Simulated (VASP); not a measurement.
# In2Au (I4/mmm) in VASP: single point with LDA

Aim: the single point of In2Au with LDA.

All numbers are computed with VASP 6.6.1; they aren't measurements. Logs are shortened: lines on timing, memory, paths and dates and some standing lists are left out, and cuts for length are marked.

### 1 The cell of the first run

Symmetry: I4/mmm, No. 139, tetragonal system. Conventional cell: a = 4.690 Å, b = 4.690 Å, c = 6.502 Å, α = 90.00°, β = 90.00°, γ = 90.00°. In (site symmetry -4m2) has 4 Au at 2.85 Å and 6 In at 3.25 to 3.32 Å within 3.8 Å. Within 3.8 Å of Au (site symmetry 4/mmm) lie 8 In at 2.85 Å.

### 2 Single point, LDA (equal xx and yy strain of +2 %)

Input file INCAR:

```
SYSTEM = In2Au
ALGO     = Normal         ! electronic algorithm
EDIFF    = 1E-6           ! SCF threshold, eV
ENCUT    = 520            ! plane-wave cutoff, eV
ISIF     = 2              ! what is computed and relaxed
ISMEAR   = -1             ! smearing method
LASPH    = .True.         ! aspherical terms in the spheres
LCHARG   = .True.         ! write CHGCAR
LELF     = .True.         ! ELF
LREAL    = .False.        ! projectors in reciprocal space
LVHAR    = .True.       
LWAVE    = .False.        ! write WAVECAR
NBANDS   = 26             ! bands
NELM     = 100            ! most SCF steps
PREC     = Accurate       ! precision mode
SIGMA    = 0.05           ! smearing width, eV
```

Input file KPOINTS:

```
k-points
0
Gamma
  10 10 10
  0 0 0
```

Input file POSCAR:

```
In2Au
1.0
    0.0000000000      3.3160200000      3.2510000000
    3.3160200000      0.0000000000      3.2510000000
    3.3160200000      3.3160200000      0.0000000000
In Au
2 1
Direct
    0.2500000000      0.2500000000      0.2500000000
    0.7500000000      0.7500000000      0.7500000000
    0.0000000000      0.0000000000      0.0000000000
```

Potentials or basis: VASP PAW LDA potentials, release 64 (In_d, Au).

The run is started by

```sh
cat potpaw_LDA.64/In_d/POTCAR potpaw_LDA.64/Au/POTCAR > POTCAR
mpirun -np 1 vasp_std > vasp.out
```

OUTCAR:

```text
SYSTEM = In2Au
   EDIFF = 1E-6
   ENCUT = 520
   ISIF = 2
   ISMEAR = -1
   LASPH = .True.
   LREAL = .False.
   NELM = 100
   PREC = Accurate

 ion  position               nearest neighbor table
   1  0.250  0.250  0.250-   3 2.85   3 2.85   3 2.85   3 2.85   2 3.25   2 3.25   2 3.32   2 3.32
                             2 3.32   2 3.32
   2  0.750  0.750  0.750-   3 2.85   3 2.85   3 2.85   3 2.85   1 3.25   1 3.25   1 3.32   1 3.32
                             1 3.32   1 3.32
   3  0.000  0.000  0.000-   2 2.85   2 2.85   2 2.85   1 2.85   2 2.85   1 2.85   1 2.85   1 2.85

  LATTYP: Found a body centered tetragonal cell.
 ALAT       =     4.6895604571
 C/A-ratio  =     1.3864838847

  Lattice vectors:

 A1 = (   0.0000000000,  -3.3160200000,  -3.2510000000)
 A2 = (   0.0000000000,   3.3160200000,  -3.2510000000)
 A3 = (   3.3160200000,   0.0000000000,   3.2510000000)

Analysis of symmetry for initial positions (statically):
=====================================================================
 Subroutine PRICEL returns:
 Original cell was already a primitive cell.

 Routine SETGRP: Setting up the symmetry group for a
 body centered tetragonal supercell.

 Subroutine GETGRP returns: Found 16 space group operations
 (whereof 16 operations were pure point group operations)
 out of a pool of 16 trial point group operations.

The static configuration has the point symmetry D_4h.

Analysis of symmetry for dynamics (positions and initial velocities):
=====================================================================
 Subroutine PRICEL returns:
 Original cell was already a primitive cell.

 Routine SETGRP: Setting up the symmetry group for a
 body centered tetragonal supercell.

 Subroutine GETGRP returns: Found 16 space group operations
 (whereof 16 operations were pure point group operations)
 out of a pool of 16 trial point group operations.

The dynamic configuration has the point symmetry D_4h.

 Subroutine INISYM returns: Found 16 space group operations
 (whereof 16 operations are pure point group operations),
 and found     1 'primitive' translations

----------------------------------------------------------------------------------------

                                     Primitive cell

  volume of cell :      71.4959

  direct lattice vectors                    reciprocal lattice vectors
     0.000000000  3.316020000  3.251000000    -0.150783168  0.150783168  0.153798831
     3.316020000  0.000000000  3.251000000     0.150783168 -0.150783168  0.153798831
     3.316020000  3.316020000  0.000000000     0.150783168  0.150783168 -0.153798831

  length of vectors
     4.643811973  4.643811973  4.689560457     0.262916732  0.262916732  0.262916732

  position of ions in fractional coordinates (direct lattice)
     0.250000000  0.250000000  0.250000000
     0.750000000  0.750000000  0.750000000
     0.000000000  0.000000000  0.000000000

  ion indices of the primitive-cell ions
   primitive index   ion index
                 1           1
                 2           2
                 3           3

----------------------------------------------------------------------------------------

 KPOINTS: k-points

Automatic generation of k-mesh.
 Grid dimensions read from file:
 generate k-points for:   10   10   10

 Generating k-lattice:

  Cartesian coordinates                     Fractional coordinates (reciprocal lattice)
    -0.015078317  0.015078317  0.015379883     0.100000000  0.000000000  0.000000000
     0.015078317 -0.015078317  0.015379883     0.000000000  0.100000000  0.000000000
     0.015078317  0.015078317 -0.015379883     0.000000000  0.000000000  0.100000000

  Length of vectors
     0.026291673  0.026291673  0.026291673

  Shift w.r.t. Gamma in fractional coordinates (k-lattice)
     0.000000000  0.000000000  0.000000000

 Subroutine IBZKPT returns following result:
 ===========================================

 Found    102 irreducible k-points:

 Following reciprocal coordinates:
            Coordinates               Weight
  0.000000  0.000000  0.000000      1.000000
  0.100000 -0.000000  0.000000      8.000000
  0.200000 -0.000000  0.000000      8.000000
  0.300000 -0.000000  0.000000      8.000000
  0.400000 -0.000000  0.000000      8.000000
  0.500000 -0.000000  0.000000      4.000000
[... 16 lines left out ...]
  0.300000  0.300000  0.000000      2.000000
  0.400000  0.300000  0.000000      8.000000
 [... further k-points ...]
   k-points           NKPTS =    102   k-points in BZ     NKDIM =    102   number of bands    NBANDS=     26
   number of dos      NEDOS =    301   number of ions     NIONS =      3
   total plane-waves  NPLWV =  46656
   dimension x,y,z NGX =    36 NGY =   36 NGZ =   36
   dimension x,y,z NGXF=    72 NGYF=   72 NGZF=   72
   ions per type =               2   1
   NGX,Y,Z   is equivalent  to a cutoff of  12.89, 12.89, 12.76 a.u.
   NGXF,Y,Z  is equivalent  to a cutoff of  25.78, 25.78, 25.52 a.u.
 SYSTEM =  In2Au
   PREC   = accura    normal or accurate (medium, high low for compatibility)
   ISTART =      0    job   : 0-new  1-cont  2-samecut
   ICHARG =      2    charge: 1-file 2-atom 10-const
   ISPIN  =      1    spin polarized calculation?
   LNONCOLLINEAR =      F non collinear calculations
   LSORBIT =      F    spin-orbit coupling
   LASPH  =      T    aspherical Exc in radial PAW
   ENCUT  =  520.0 eV  38.22 Ry    6.18 a.u.   8.63  8.63  8.72*2*pi/ulx,y,z
   NELM   =    100;   NELMIN=  2; NELMDL= -5     # of ELM steps
   EDIFF  = 0.1E-05   stopping-criterion for ELM
   LREAL  =      F    real-space projection
   EDIFFG = 0.1E-04   stopping-criterion for IOM
   NSW    =      0    number of steps for IOM
   IBRION =     -1    ionic relax: 0-MD 1-quasi-New 2-CG
   NFREE  =      0    steps in history (QN), initial steepest desc. (CG)
   ISIF   =      2    stress and relaxation
   ISYM   =      2    0-nonsym 1-usesym 2-fastsym
   POTIM  = 0.5000    time-step for ionic-motion
   TEBEG  =    0.0;   TEEND  =   0.0 temperature during run
   PSTRESS=    0.0 pullay stress
   NELECT =      37.0000    total number of electrons
   NUPDOWN=      -1.0000    fix difference up-down
   EMIN   =  10.00;   EMAX   =-10.00  energy-range for DOS
   EFERMI =   0.00;   METHOD = LEGACY
   ISMEAR =    -1;   SIGMA  =   0.05  broadening in eV -4-tet -1-fermi 0-gaus
   EFERMI_NEDOS =   21; number of points for ismear=-14 and -15
   IALGO  =     38    algorithm
   IMIX   =      4    mixing-type and parameters
     AMIX     =   0.40;   BMIX     =  1.00
     AMIX_MAG =   1.60;   BMIX_MAG =  1.00
  volume/ion in A,a.u.               =      23.83       160.83
  Fermi-wavevector in a.u.,A,eV,Ry     =   1.314362  2.483784 23.504710  1.727547
  Thomas-Fermi vector in A             =   2.444620
   LORBIT       =      0    0 simple, 1 ext, 2 COOP (PROOUT), +10 PAW based schemes
   GGA     = CA    functional components
   LHFCALC =     F    Hartree Fock is set to
   AEXX    =    0.0000 exact exchange contribution
   IVDW    =     0    specifies the selected vdW correction
   LEPSILON=     F    determine dielectric tensor
   LRPA    =     F    only Hartree local field effects (RPA)
 non-spin polarized calculation
  energy-cutoff  :      520.00
  volume of cell :       71.50
 maximum number of plane-waves:      1948
   NGX = 17   NGY = 17   NGZ = 17

 number of electron      37.0000009 magnetization

 Free energy of the ion-electron system (eV)
  ---------------------------------------------------
  ext. energy  EPLUGINS =         0.00000000
  ---------------------------------------------------
  free energy    TOTEN  =       -11.64696988 eV

  energy without entropy =      -11.63677454  energy(sigma->0) =      -11.64187221

 E-fermi :   7.3490     XC(G=0): -10.8401

 val. band max:        7.3488514231   @ k =   0.5000   0.4000   0.0000
 cond. band min:       7.3510575349   @ k =   0.5000   0.3000   0.2000
 fundamental gap:      0.0022061118
 Fermi energy:         7.3489809605

 k-point     1 :       0.0000    0.0000    0.0000
  band No.  band energies     occupation
      1      -7.3946      2.00000
      2      -7.3645      2.00000
      3      -7.2460      2.00000
      4      -7.2460      2.00000
      5      -7.2280      2.00000
      6      -6.9944      2.00000
[... 18 lines left out ...]
     25      12.7978      0.00000
     26      12.7978      0.00000

 k-point     2 :       0.1000   -0.0000    0.0000
  band No.  band energies     occupation
      1      -7.3805      2.00000
      2      -7.3512      2.00000
      3      -7.2439      2.00000
      4      -7.2392      2.00000
      5      -7.2238      2.00000
      6      -6.9986      2.00000
[... 18 lines left out ...]
     25      12.9137      0.00000
     26      13.0478      0.00000

 k-point     3 :       0.2000   -0.0000    0.0000
  band No.  band energies     occupation
      1      -7.3396      2.00000
      2      -7.3128      2.00000
      3      -7.2369      2.00000
      4      -7.2194      2.00000
      5      -7.2080      2.00000
      6      -7.0131      2.00000
[... 18 lines left out ...]
     25      13.5088      0.00000
     26      13.5397      0.00000

 k-point     4 :       0.3000   -0.0000    0.0000
  band No.  band energies     occupation
      1      -7.2758      2.00000
      2      -7.2534      2.00000
      3      -7.2192      2.00000
      4      -7.1887      2.00000
      5      -7.1809      2.00000
      6      -7.0379      2.00000
[... 18 lines left out ...]
     25      14.4657      0.00000
     26      14.5680      0.00000
[... 496 lines left out ...]
      1      -7.3268      2.00000
      2      -7.2407      2.00000
      3      -7.1985      2.00000
      4      -7.1886      2.00000
      5      -7.1434      2.00000
      6      -7.0766      2.00000
[... 18 lines left out ...]
     25      14.2146      0.00000
     26      16.9774      0.00000

 k-point    23 :       0.3000    0.3000    0.0000
  band No.  band energies     occupation
      1      -7.3322      2.00000
      2      -7.2822      2.00000
      3      -7.1587      2.00000
      4      -7.1489      2.00000
      5      -7.1489      2.00000
      6      -7.0842      2.00000
[... 18 lines left out ...]
     25      15.9531      0.00000
     26      16.6437      0.00000

 k-point    24 :       0.4000    0.3000    0.0000
  band No.  band energies     occupation
      1      -7.3144      2.00000
      2      -7.2847      2.00000
      3      -7.1473      2.00000
      4      -7.1251      2.00000
      5      -7.1240      2.00000
      6      -7.1025      2.00000
[... 18 lines left out ...]
     25      16.9494      0.00000
     26      17.4533      0.00000

 [... further k-points ...]
[... 5 lines left out ...]
  --------------------------------------------------------------------------------------
  -------------------------------------------------------------------------------------
  Total       -1.7033002     -1.7033002     -1.4714191      0.0000000      0.0000000     -0.0000000
  in kB      -38.1698579    -38.1698579    -32.9735509      0.0000000      0.0000000     -0.0000000
  external PRESSURE =     -36.4377555 kB  Pullay stress =       0.0000000 kB

 VOLUME and BASIS-vectors are now :
 -----------------------------------------------------------------------------
  energy-cutoff  :      520.00
  volume of cell :       71.50
      direct lattice vectors                 reciprocal lattice vectors
     0.000000000  3.316020000  3.251000000    -0.150783168  0.150783168  0.153798831
     3.316020000  0.000000000  3.251000000     0.150783168 -0.150783168  0.153798831
     3.316020000  3.316020000  0.000000000     0.150783168  0.150783168 -0.153798831

 POSITION                                       TOTAL-FORCE (eV/Angst)
 -----------------------------------------------------------------------------------
      1.65801      1.65801      1.62550         0.000000      0.000000     -0.000000
      4.97403      4.97403      4.87650        -0.000000     -0.000000      0.000000
      0.00000      0.00000      0.00000        -0.000000      0.000000      0.000000
 -----------------------------------------------------------------------------------
    total drift:                                0.000000      0.000000      0.000000

  FREE ENERGIE OF THE ION-ELECTRON SYSTEM (eV)
  ---------------------------------------------------
  free  energy   TOTEN  =       -11.6469698786 eV

  energy  without entropy=      -11.6367745369  energy(sigma->0) =      -11.64187221
```

Wall time 80 s (1 thread of Intel Xeon Platinum 8488C (Sapphire Rapids), shared host); peak memory 0.3 GiB.

What came out:

```
Free energy            : -11.6470 eV
Pressure               : -3.6 GPa
Band gap on the k mesh : zero (an odd number of electrons rules out a gap without spin polarisation)
```

Stress tensor (GPa, compression positive):
```
-3.82  0.00  0.00
 0.00 -3.82  0.00
 0.00  0.00 -3.30
```

Caveat: the cell differs from its parent crystal (equal xx and yy strain of +2 %); the cell stands under tension; spin-orbit coupling is left out, which moves the levels of the heavy elements.
